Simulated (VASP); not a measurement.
# La (Im-3m) in VASP: further runs, part 2 of 3

VASP 6.6.1. The steps go on from the part before.

**6. Relaxation of cell and atoms, r2SCAN**

This run uses another cell than the first one, of 37.42 Å³/atom.

The input, POSCAR:

```
La
1.0
   -2.1069968026      2.1069968026      2.1069968026
    2.1069968026     -2.1069968026      2.1069968026
    2.1069968026      2.1069968026     -2.1069968026
La
1
Direct
    0.0000000000      0.0000000000      0.0000000000
```

The input, INCAR.step1:

```
SYSTEM = La
ALGO = Normal
EDIFF = 1E-4
ENCUT = 600
GGA = PE
ISMEAR = -1
LASPH = .True.
LCHARG = .False.
LREAL = .False.
LWAVE = .True.
NELM = 80
PREC = Accurate
SIGMA = 0.1
```

The input, INCAR.step2:

```
SYSTEM = La
ALGO = Normal
EDIFF = 1E-6
EDIFFG = -0.01
ENCUT = 600
IBRION = 2
ISIF = 3
ISMEAR = -1
ISTART = 1
LASPH = .True.
LCHARG = .False.
LMIXTAU = .True.
LREAL = .False.
LWAVE = .False.
METAGGA = R2SCAN
NELM = 80
NSW = 80
PREC = Accurate
SIGMA = 0.1
```

The input, KPOINTS:

```
k-points
0
Gamma
  11 11 11
  0 0 0
```

Potentials or basis: VASP PAW PBE potentials, release 64 (La).

Launch:

```
cat potpaw_PBE.64/La/POTCAR > POTCAR
cp INCAR.step1 INCAR
mpirun -np 1 vasp_std > vasp.out
cp INCAR.step2 INCAR
mpirun -np 1 vasp_std > vasp.out
```

OUTCAR:

```text
SYSTEM = La
   EDIFF = 1E-6
   EDIFFG = -0.01
   ENCUT = 600
   IBRION = 2
   ISIF = 3
   ISMEAR = -1
   ISTART = 1
   LASPH = .True.
   LREAL = .False.
   METAGGA = R2SCAN
   NELM = 80
   NSW = 80
   PREC = Accurate

 ion  position               nearest neighbor table
   1  0.000  0.000  0.000-

  LATTYP: Found a body centered cubic cell.
 ALAT       =     4.2139936052

  Lattice vectors:

 A1 = (  -2.1069968026,   2.1069968026,   2.1069968026)
 A2 = (   2.1069968026,  -2.1069968026,   2.1069968026)
 A3 = (   2.1069968026,   2.1069968026,  -2.1069968026)

Analysis of symmetry for initial positions (statically):
=====================================================================
 Subroutine PRICEL returns:
 Original cell was already a primitive cell.

 Routine SETGRP: Setting up the symmetry group for a
 body centered cubic supercell.

 Subroutine GETGRP returns: Found 48 space group operations
 (whereof 48 operations were pure point group operations)
 out of a pool of 48 trial point group operations.

The static configuration has the point symmetry O_h .

Analysis of symmetry for dynamics (positions and initial velocities):
=====================================================================
 Subroutine PRICEL returns:
 Original cell was already a primitive cell.

 Routine SETGRP: Setting up the symmetry group for a
 body centered cubic supercell.

 Subroutine GETGRP returns: Found 48 space group operations
 (whereof 48 operations were pure point group operations)
 out of a pool of 48 trial point group operations.

The dynamic configuration has the point symmetry O_h .

 Subroutine INISYM returns: Found 48 space group operations
 (whereof 48 operations are pure point group operations),
 and found     1 'primitive' translations

----------------------------------------------------------------------------------------

                                     Primitive cell

  volume of cell :      37.4155

  direct lattice vectors                    reciprocal lattice vectors
    -2.106996803  2.106996803  2.106996803     0.000000000  0.237304584  0.237304584
     2.106996803 -2.106996803  2.106996803     0.237304584  0.000000000  0.237304584
     2.106996803  2.106996803 -2.106996803     0.237304584  0.237304584  0.000000000

  length of vectors
     3.649425513  3.649425513  3.649425513     0.335599361  0.335599361  0.335599361

  position of ions in fractional coordinates (direct lattice)
     0.000000000  0.000000000  0.000000000

  ion indices of the primitive-cell ions
   primitive index   ion index
                 1           1

----------------------------------------------------------------------------------------

 KPOINTS: k-points

Automatic generation of k-mesh.
 Grid dimensions read from file:
 generate k-points for:   11   11   11

 Generating k-lattice:

  Cartesian coordinates                     Fractional coordinates (reciprocal lattice)
     0.000000000  0.021573144  0.021573144     0.090909091  0.000000000  0.000000000
[... 44 lines left out ...]
   dimension x,y,z NGX =    30 NGY =   30 NGZ =   30
   dimension x,y,z NGXF=    60 NGYF=   60 NGZF=   60
   ions per type =               1
   NGX,Y,Z   is equivalent  to a cutoff of  13.67, 13.67, 13.67 a.u.
   NGXF,Y,Z  is equivalent  to a cutoff of  27.33, 27.33, 27.33 a.u.
 SYSTEM =  La
   PREC   = accura    normal or accurate (medium, high low for compatibility)
   ISTART =      1    job   : 0-new  1-cont  2-samecut
   ICHARG =      0    charge: 1-file 2-atom 10-const
   ISPIN  =      1    spin polarized calculation?
   LNONCOLLINEAR =      F non collinear calculations
   LSORBIT =      F    spin-orbit coupling
   LASPH  =      T    aspherical Exc in radial PAW
   ENCUT  =  600.0 eV  44.10 Ry    6.64 a.u.   7.29  7.29  7.29*2*pi/ulx,y,z
   NELM   =     80;   NELMIN=  2; NELMDL=  0     # of ELM steps
   EDIFF  = 0.1E-05   stopping-criterion for ELM
   LREAL  =      F    real-space projection
   EDIFFG = -.1E-01   stopping-criterion for IOM
   NSW    =     80    number of steps for IOM
   IBRION =      2    ionic relax: 0-MD 1-quasi-New 2-CG
   NFREE  =      1    steps in history (QN), initial steepest desc. (CG)
   ISIF   =      3    stress and relaxation
   ISYM   =      2    0-nonsym 1-usesym 2-fastsym
   POTIM  = 0.5000    time-step for ionic-motion
   TEBEG  =    0.0;   TEEND  =   0.0 temperature during run
   PSTRESS=    0.0 pullay stress
   NELECT =      11.0000    total number of electrons
   NUPDOWN=      -1.0000    fix difference up-down
   EMIN   =  10.00;   EMAX   =-10.00  energy-range for DOS
   EFERMI =   0.00;   METHOD = LEGACY
   ISMEAR =    -1;   SIGMA  =   0.10  broadening in eV -4-tet -1-fermi 0-gaus
   EFERMI_NEDOS =   21; number of points for ismear=-14 and -15
   IALGO  =     38    algorithm
   IMIX   =      4    mixing-type and parameters
     AMIX     =   0.40;   BMIX     =  1.00
     AMIX_MAG =   1.60;   BMIX_MAG =  1.00
  volume/ion in A,a.u.               =      37.42       252.49
  Fermi-wavevector in a.u.,A,eV,Ry     =   1.088567  2.057093 16.122608  1.184978
  Thomas-Fermi vector in A             =   2.224751
   LORBIT       =      0    0 simple, 1 ext, 2 COOP (PROOUT), +10 PAW based schemes
   METAGGA = R2SCAN    functional components
   LHFCALC =     F    Hartree Fock is set to
   AEXX    =    0.0000 exact exchange contribution
   IVDW    =     0    specifies the selected vdW correction
   LEPSILON=     F    determine dielectric tensor
   LRPA    =     F    only Hartree local field effects (RPA)
 conjugate gradient relaxation of ions
 non-spin polarized calculation
  energy-cutoff  :      600.00
  volume of cell :       37.42
 maximum number of plane-waves:      1264
 NGX is ok and might be reduce to    30
   NGX = 15   NGY = 15   NGZ = 15

--------------------------------------- Ionic step        1  -------------------------------------------

 number of electron      10.9999999 magnetization

 Free energy of the ion-electron system (eV)
  ---------------------------------------------------
  ext. energy  EPLUGINS =         0.00000000
  ---------------------------------------------------
  free energy    TOTEN  =       -29.66370430 eV

  energy without entropy =      -29.58193580  energy(sigma->0) =      -29.62282005

------------------------ aborting loop because EDIFF is reached ----------------------------------------

  FORCE on cell =-STRESS in cart. coord.  units (eV):
  Direction    XX          YY          ZZ          XY          YZ          ZX
  --------------------------------------------------------------------------------------
  -------------------------------------------------------------------------------------
  Total        0.1773940      0.1773940      0.1773940      0.0000000     -0.0000000     -0.0000000
  in kB        7.5962268      7.5962268      7.5962268      0.0000000     -0.0000000     -0.0000000
  external PRESSURE =       7.5962268 kB  Pullay stress =       0.0000000 kB
[... 57 lines left out ...]
--------------------------------------- Ionic step        3  -------------------------------------------

 number of electron      11.0000001 magnetization

 Free energy of the ion-electron system (eV)
  ---------------------------------------------------
  ext. energy  EPLUGINS =         0.00000000
  ---------------------------------------------------
  free energy    TOTEN  =       -29.66639573 eV

  energy without entropy =      -29.58392891  energy(sigma->0) =      -29.62516232

 E-fermi :   7.6535     XC(G=0): -10.0639

 val. band max:        7.6445875178   @ k =  -0.2727   0.3636   0.0909
 cond. band min:       7.6679565642   @ k =   0.3636   0.0909   0.0000
 fundamental gap:      0.0233690463
 Fermi energy:         7.6534920450

 k-point     1 :       0.0000    0.0000    0.0000
  band No.  band energies     occupation
      1     -26.5344      2.00000
      2      -9.1077      2.00000
      3      -9.1077      2.00000
      4      -9.1077      2.00000
      5       4.2375      2.00000
      6       9.3043      0.00000
      7       9.3043      0.00000
      8       9.3043      0.00000
      9       9.3663      0.00000
[... 265 lines left out ...]
 k-point    24 :       0.3636    0.1818    0.0909
  band No.  band energies     occupation
      1     -26.3286      2.00000
      2     -10.1760      2.00000
      3      -9.6960      2.00000
      4      -9.3353      2.00000
      5       6.8658      1.99924
      6       7.5924      1.29611
      7       8.8621      0.00001
      8       9.6429      0.00000
      9       9.7260      0.00000

 [... further k-points ...]

------------------------ aborting loop because EDIFF is reached ----------------------------------------

  FORCE on cell =-STRESS in cart. coord.  units (eV):
  Direction    XX          YY          ZZ          XY          YZ          ZX
  --------------------------------------------------------------------------------------
  -------------------------------------------------------------------------------------
  Total       -0.0015560     -0.0015560     -0.0015560      0.0000000     -0.0000000     -0.0000000
  in kB       -0.0646461     -0.0646461     -0.0646461      0.0000000     -0.0000000     -0.0000000
  external PRESSURE =      -0.0646461 kB  Pullay stress =       0.0000000 kB
[... 16 lines left out ...]
  FREE ENERGIE OF THE ION-ELECTRON SYSTEM (eV)
  ---------------------------------------------------
  free  energy   TOTEN  =       -29.6663957279 eV

  energy  without entropy=      -29.5839289113  energy(sigma->0) =      -29.62516232

 reached required accuracy - stopping structural energy minimisation
```

OUTCAR.step1:

```text
SYSTEM = La
   EDIFF = 1E-4
   ENCUT = 600
   GGA = PE
   ISMEAR = -1
   LASPH = .True.
   LREAL = .False.
[... 504 lines left out ...]
 -----------------------------------------------------------------------------------
      0.00000      0.00000      0.00000         0.000000     -0.000000      0.000000
 -----------------------------------------------------------------------------------
    total drift:                               -0.000000     -0.000000      0.000000

  FREE ENERGIE OF THE ION-ELECTRON SYSTEM (eV)
  ---------------------------------------------------
  free  energy   TOTEN  =        -4.8024950758 eV

  energy  without entropy=       -4.7135388595  energy(sigma->0) =       -4.75801697
```

It took 3.1 min on 1 thread of Intel Xeon Platinum 8488C (Sapphire Rapids), shared host; peak memory 0.21 GiB.

Results:

| Property | Result |
| --- | --- |
| Free energy | -29.6664 eV |
| Relaxed volume | 38.56 Å³/atom |
| Relaxed cell | a = 3.686 Å, b = 3.686 Å, c = 3.686 Å, α = 109.47°, β = 109.47°, γ = 109.47° |
| Space group after relaxing (to 0.1 Å) | Im-3m (No. 229) |
| Energy gained by relaxing | 2.7 meV/atom |
| Ionic steps | 3 |
| Pressure after relaxing | 0.0 GPa |
| Band gap on the k mesh | zero (an odd number of electrons rules out a gap without spin polarisation) |

The path:
| step | energy change (eV) | largest force (eV/Å) | pressure (GPa) | volume (Å³) |
| --- | --- | --- | --- | --- |
| 1 | 0.0000 | 0.0000 | 0.76 | 37.42 |
| 2 | -0.0026 | 0.0000 | 0.11 | 38.38 |
| 3 | -0.0027 | 0.0000 | -0.01 | 38.56 |

Final structure:
```
CELL_PARAMETERS angstrom
-2.12833 2.12833 2.12833
2.12833 -2.12833 2.12833
2.12833 2.12833 -2.12833
ATOMIC_POSITIONS crystal
La 0.00000 0.00000 0.00000
```

Caveat: the PAW data sets were made with another functional, which shifts forces and pressure a little; spin-orbit coupling is left out, which moves the levels of the heavy elements.

[end of part 2 of 3]

The gap in the log of VASP goes by the Fermi energy; the results here count the filled bands.